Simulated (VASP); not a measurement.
# CdTe: single point with r2SCAN

Crystal: CdTe.

```
Cd Te
1.0
     4.88408    0.00000    0.00000
    -2.44204    4.22973    0.00000
     0.00000    0.00000    6.62225
Cd Te
2 2
Direct
  0.33333 0.66667 0.25000
  0.66667 0.33333 0.75000
  0.66667 0.33333 0.25000
  0.33333 0.66667 0.75000
```

```json
{
 "Program": "VASP 6.6.1",
 "Task": "single point",
 "Functional": "r2SCAN",
 "Potentials or basis": "VASP PAW PBE potentials, release 64 (Cd, Te)",
 "Cutoff": "520 eV",
 "k mesh": "6 × 6 × 4",
 "Occupations": "fermi-dirac, width 0.02 eV",
 "Spin": "no spin polarisation"
}
```

```
Pressure               : 0.1 GPa
Band gap on the k mesh : 0.19 eV, indirect (least direct gap 0.24 eV)
```

Levels at points of the mesh, in eV from the valence-band top:
| k point | band 15 | band 16 | band 17 | band 18 | band 19 | band 20 | band 21 | band 22 |
| --- | --- | --- | --- | --- | --- | --- | --- | --- |
| (0.00, 0.00, 0.00) | -1.28 | -0.31 | -0.31 | -0.05 | 0.19 | 1.07 | 4.40 | 4.40 |
| (0.50, 0.00, 0.00) | -2.36 | -2.25 | -1.10 | -1.10 | 1.50 | 3.17 | 5.25 | 6.69 |
| (0.00, 0.00, 0.50) | -0.81 | -0.81 | -0.81 | -0.81 | 1.68 | 1.68 | 4.72 | 4.72 |
| (0.50, 0.00, 0.50) | -1.79 | -1.79 | -0.37 | -0.37 | 2.76 | 2.76 | 3.99 | 3.99 |

Wall time 3.1 min on 1 thread of AMD EPYC 9R45 96-Core Processor (Zen 5) (shared host), peak memory 0.26 GiB.

Caveat: the PAW data sets were made with another functional, which shifts forces and pressure a little; spin-orbit coupling is left out, which moves the levels of the heavy elements. A k mesh can miss the band edges.
